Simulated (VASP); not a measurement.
# C in VASP: single point with PBEsol

Aim: the single point of C with PBEsol.

Everything below comes from runs of VASP 6.6.1. Logs are shortened: lines on timing, memory, paths and dates and some standing lists are left out, and cuts for length are marked.

## (1) The cell of the first run

The cell holds a slab with vacuum, 2 atoms: a = 2.459 Å, b = 2.459 Å, c = 21.314 Å, α = 90.00°, β = 90.00°, γ = 120.00°.

## (2) Single point, PBEsol

Input file INCAR:

```
SYSTEM = C
ALGO = Normal
DIPOL = 0.5 0.5 0.682
EDIFF = 1E-6
ENCUT = 520
GGA = PS
GGA_COMPAT = .FALSE.
IDIPOL = 3
ISIF = 2
ISMEAR = 0
LASPH = .TRUE.
LCHARG = .FALSE.
LDIPOL = .TRUE.
LREAL = .FALSE.
LWAVE = .FALSE.
NBANDS = 11
NELM = 120
NELMDL = -8
PREC = Accurate
SIGMA = 0.04
```

Input file KPOINTS:

```
k-points
0
G
  15 15 1
  0 0 0
```

Input file POSCAR:

```
C
1.0
    2.4586883708      0.0000000000      0.0000000000
   -1.2293441854      2.1292865891      0.0000000000
    0.0000000000      0.0000000000     21.3144643735
C
2
Direct
    1.0000000000      0.0000000000      0.6824808778
    0.3333333333      0.6666666667      0.6824546714
```

Potentials or basis: VASP PAW PBE potentials, release 64 (C).

Started as:

```bash
$ cat potpaw_PBE.64/C/POTCAR > POTCAR
$ mpirun -np 1 vasp_std > vasp.out
```

OUTCAR:

```text
SYSTEM = C
   EDIFF = 1E-6
   ENCUT = 520
   GGA = PS
   ISIF = 2
   ISMEAR = 0
   LASPH = .TRUE.
   LREAL = .FALSE.
   NELM = 120
   NELMDL = -8
   PREC = Accurate

 ion  position               nearest neighbor table
   1  0.000  0.000  0.682-   2 1.42   2 1.42   2 1.42
   2  0.333  0.667  0.682-   1 1.42   1 1.42   1 1.42

  LATTYP: Found a hexagonal cell.
 ALAT       =     2.4586883708
 C/A-ratio  =     8.6690385925

  Lattice vectors:

 A1 = (   2.4586883708,   0.0000000000,   0.0000000000)
 A2 = (  -1.2293441854,   2.1292865891,   0.0000000000)
 A3 = (   0.0000000000,   0.0000000000,  21.3144643735)

Analysis of symmetry for initial positions (statically):
=====================================================================
 Subroutine PRICEL returns:
 Original cell was already a primitive cell.

 Routine SETGRP: Setting up the symmetry group for a
 hexagonal supercell.

 Subroutine GETGRP returns: Found 12 space group operations
 (whereof  6 operations were pure point group operations)
 out of a pool of 24 trial point group operations.

The static configuration has the point symmetry C_3v.
 The point group associated with its full space group is D_3d.

Analysis of symmetry for dynamics (positions and initial velocities):
=====================================================================
 Subroutine PRICEL returns:
 Original cell was already a primitive cell.

 Routine SETGRP: Setting up the symmetry group for a
 hexagonal supercell.

 Subroutine GETGRP returns: Found 12 space group operations
 (whereof  6 operations were pure point group operations)
 out of a pool of 24 trial point group operations.

The dynamic configuration has the point symmetry C_3v.
 The point group associated with its full space group is D_3d.

 Subroutine INISYM returns: Found 12 space group operations
 (whereof  6 operations are pure point group operations),
 and found     1 'primitive' translations

----------------------------------------------------------------------------------------

                                     Primitive cell

  volume of cell :     111.5866

  direct lattice vectors                    reciprocal lattice vectors
     2.458688371  0.000000000  0.000000000     0.406720922  0.234820434  0.000000000
    -1.229344185  2.129286589  0.000000000     0.000000000  0.469640867  0.000000000
     0.000000000  0.000000000 21.314464374     0.000000000  0.000000000  0.046916497

  length of vectors
     2.458688371  2.458688371 21.314464374     0.469640867  0.469640867  0.046916497

  position of ions in fractional coordinates (direct lattice)
     0.000000000  0.000000000  0.682480878
     0.333333333  0.666666667  0.682454671

  ion indices of the primitive-cell ions
   primitive index   ion index
                 1           1
                 2           2

----------------------------------------------------------------------------------------

 KPOINTS: k-points

Automatic generation of k-mesh.
 Grid dimensions read from file:
 generate k-points for:   15   15    1

 Generating k-lattice:

  Cartesian coordinates                     Fractional coordinates (reciprocal lattice)
     0.027114728  0.015654696  0.000000000     0.066666667  0.000000000  0.000000000
     0.000000000  0.031309391  0.000000000     0.000000000  0.066666667  0.000000000
     0.000000000  0.000000000  0.046916497     0.000000000  0.000000000  1.000000000

  Length of vectors
     0.031309391  0.031309391  0.046916497

  Shift w.r.t. Gamma in fractional coordinates (k-lattice)
     0.000000000  0.000000000  0.000000000

 Subroutine IBZKPT returns following result:
 ===========================================

 Found     27 irreducible k-points:

 Following reciprocal coordinates:
            Coordinates               Weight
  0.000000  0.000000  0.000000      1.000000
  0.066667 -0.000000  0.000000      6.000000
  0.133333 -0.000000  0.000000      6.000000
  0.200000 -0.000000  0.000000      6.000000
  0.266667 -0.000000  0.000000      6.000000
  0.333333 -0.000000  0.000000      6.000000
[... 16 lines left out ...]
  0.333333  0.200000  0.000000     12.000000
  0.400000  0.200000  0.000000      6.000000
 [... further k-points ...]
   k-points           NKPTS =     27   k-points in BZ     NKDIM =     27   number of bands    NBANDS=     11
   number of dos      NEDOS =    301   number of ions     NIONS =      2
   total plane-waves  NPLWV =  51840
   dimension x,y,z NGX =    18 NGY =   18 NGZ =  160
   dimension x,y,z NGXF=    36 NGYF=   36 NGZF=  320
   ions per type =               2
   NGX,Y,Z   is equivalent  to a cutoff of  12.17, 12.17, 12.48 a.u.
   NGXF,Y,Z  is equivalent  to a cutoff of  24.34, 24.34, 24.96 a.u.
 SYSTEM =  C
   PREC   = accura    normal or accurate (medium, high low for compatibility)
   ISTART =      0    job   : 0-new  1-cont  2-samecut
   ICHARG =      2    charge: 1-file 2-atom 10-const
   ISPIN  =      1    spin polarized calculation?
   LNONCOLLINEAR =      F non collinear calculations
   LSORBIT =      F    spin-orbit coupling
   LASPH  =      T    aspherical Exc in radial PAW
   ENCUT  =  520.0 eV  38.22 Ry    6.18 a.u.   4.57  4.57 39.63*2*pi/ulx,y,z
   NELM   =    120;   NELMIN=  2; NELMDL= -8     # of ELM steps
   EDIFF  = 0.1E-05   stopping-criterion for ELM
   LREAL  =      F    real-space projection
   EDIFFG = 0.1E-04   stopping-criterion for IOM
   NSW    =      0    number of steps for IOM
   IBRION =     -1    ionic relax: 0-MD 1-quasi-New 2-CG
   NFREE  =      0    steps in history (QN), initial steepest desc. (CG)
   ISIF   =      2    stress and relaxation
   ISYM   =      2    0-nonsym 1-usesym 2-fastsym
   POTIM  = 0.5000    time-step for ionic-motion
   TEBEG  =    0.0;   TEEND  =   0.0 temperature during run
   PSTRESS=    0.0 pullay stress
   NELECT =       8.0000    total number of electrons
   NUPDOWN=      -1.0000    fix difference up-down
   EMIN   =  10.00;   EMAX   =-10.00  energy-range for DOS
   EFERMI =   0.00;   METHOD = LEGACY
   ISMEAR =     0;   SIGMA  =   0.04  broadening in eV -4-tet -1-fermi 0-gaus
   EFERMI_NEDOS =   21; number of points for ismear=-14 and -15
   IALGO  =     38    algorithm
   IMIX   =      4    mixing-type and parameters
     AMIX     =   0.40;   BMIX     =  1.00
     AMIX_MAG =   1.60;   BMIX_MAG =  1.00
  volume/ion in A,a.u.               =      55.79       376.51
  Fermi-wavevector in a.u.,A,eV,Ry     =   0.680092  1.285187  6.293031  0.462525
  Thomas-Fermi vector in A             =   1.758481
   LORBIT       =      0    0 simple, 1 ext, 2 COOP (PROOUT), +10 PAW based schemes
   GGA     = PS    functional components
   LHFCALC =     F    Hartree Fock is set to
   AEXX    =    0.0000 exact exchange contribution
   IVDW    =     0    specifies the selected vdW correction
   LEPSILON=     F    determine dielectric tensor
   LRPA    =     F    only Hartree local field effects (RPA)
 non-spin polarized calculation
 Gauss-broadening in eV      SIGMA  =   0.04
  energy-cutoff  :      520.00
  volume of cell :      111.59
 maximum number of plane-waves:      3054
   NGX =  9   NGY =  9   NGZ = 79

 dipolmoment           0.000000      0.000000      0.000010 electrons x Angstroem

 number of electron       7.9999998 magnetization

 dipolmoment           0.000000      0.000000     -0.000001 electrons x Angstroem

 Free energy of the ion-electron system (eV)
  ---------------------------------------------------
  ext. energy  EPLUGINS =         0.00000000
  ---------------------------------------------------
  free energy    TOTEN  =       -19.28063244 eV

  energy without entropy =      -19.28023124  energy(sigma->0) =      -19.28043184

 E-fermi :  -2.8868     XC(G=0):  -2.0559

 val. band max:       -2.8867694105   @ k =   0.3333   0.3333   0.0000
 cond. band min:      -2.8867693812   @ k =   0.3333   0.3333   0.0000
 fundamental gap:      0.0000000293
 Fermi energy:        -2.8867693957

 k-point     1 :       0.0000    0.0000    0.0000
  band No.  band energies     occupation
      1     -22.4424      2.00000
      2     -10.5956      2.00000
      3      -5.8896      2.00000
      4      -5.8896      2.00000
      5       0.4940      0.00000
      6       1.2919      0.00000
      7       1.4635      0.00000
      8       2.3151      0.00000
      9       2.7284      0.00000
     10       4.1759      0.00000
     11       4.6923      0.00000

 k-point     2 :       0.0667   -0.0000    0.0000
  band No.  band energies     occupation
      1     -22.3368      2.00000
      2     -10.4689      2.00000
      3      -6.3152      2.00000
      4      -6.1157      2.00000
      5       0.6370      0.00000
      6       1.4373      0.00000
      7       1.6106      0.00000
      8       2.4610      0.00000
      9       2.8738      0.00000
     10       4.3205      0.00000
     11       4.8331      0.00000

 k-point     3 :       0.1333   -0.0000    0.0000
  band No.  band energies     occupation
      1     -22.0206      2.00000
      2     -10.0909      2.00000
      3      -7.4469      2.00000
      4      -6.6878      2.00000
      5       1.0662      0.00000
      6       1.8732      0.00000
      7       2.0519      0.00000
      8       2.8985      0.00000
      9       3.3103      0.00000
     10       4.7533      0.00000
     11       5.2399      0.00000
[... 267 lines left out ...]
 k-point    23 :       0.3333    0.2000    0.0000
  band No.  band energies     occupation
      1     -17.4801      2.00000
      2     -14.5314      2.00000
      3     -11.6356      2.00000
      4      -5.0611      2.00000
      5      -0.8404      0.00000
      6       7.4053      0.00000
      7       7.9086      0.00000
      8       8.0803      0.00000
      9       8.6709      0.00000
     10       9.1210      0.00000
     11       9.8406      0.00000

 k-point    24 :       0.4000    0.2000    0.0000
  band No.  band energies     occupation
      1     -16.5198      2.00000
      2     -15.6037      2.00000
      3     -11.7672      2.00000
      4      -4.4013      2.00000
      5      -1.5901      0.00000
      6       8.0029      0.00000
      7       8.4214      0.00000
      8       9.1566      0.00000
      9       9.3680      0.00000
     10      10.4374      0.00000
     11      10.7182      0.00000

 [... further k-points ...]

------------------------ aborting loop because EDIFF is reached ----------------------------------------

 vacuum level on the upper side and lower side of the slab       (xc-potential included)        -0.169        -0.168

  FORCE on cell =-STRESS in cart. coord.  units (eV):
  Direction    XX          YY          ZZ          XY          YZ          ZX
  --------------------------------------------------------------------------------------
  -------------------------------------------------------------------------------------
  Total        0.1249250      0.1249250     -0.0101494      0.0000000      0.0000000     -0.0000000
  in kB        1.7936919      1.7936919     -0.1457261      0.0000000      0.0000000     -0.0000000
  external PRESSURE =       1.1472192 kB  Pullay stress =       0.0000000 kB

 VOLUME and BASIS-vectors are now :
 -----------------------------------------------------------------------------
  energy-cutoff  :      520.00
  volume of cell :      111.59
      direct lattice vectors                 reciprocal lattice vectors
     2.458688371  0.000000000  0.000000000     0.406720922  0.234820434  0.000000000
    -1.229344185  2.129286589  0.000000000     0.000000000  0.469640867  0.000000000
     0.000000000  0.000000000 21.314464374     0.000000000  0.000000000  0.046916497

 POSITION                                       TOTAL-FORCE (eV/Angst)
 -----------------------------------------------------------------------------------
      0.00000      0.00000     14.54671         0.000000      0.000000     -0.009445
     -0.00000      1.41952     14.54616        -0.000000     -0.000000      0.009445
 -----------------------------------------------------------------------------------
    total drift:                               -0.000000     -0.000000     -0.000019

  FREE ENERGIE OF THE ION-ELECTRON SYSTEM (eV)
  ---------------------------------------------------
  free  energy   TOTEN  =       -19.2806324390 eV

  energy  without entropy=      -19.2802312375  energy(sigma->0) =      -19.28043184

 vacuum level on the upper side and lower side of the slab         1.227         1.223
```

It took 65 s on 1 thread of Intel Xeon 8259CL, shared host; peak memory 0.21 GiB.

What came out:

| Quantity | Value |
| --- | --- |
| Free energy | -19.2806 eV |
| Largest force | 0.009 eV/Å |
| Band gap on the k mesh | zero (filled and empty bands touch) |

Forces on the atoms (eV/Å):
```
C    0.000  0.000 -0.009
C    0.000  0.000  0.009
```

Caveat: the PAW data sets were made with another functional, which shifts forces and pressure a little.
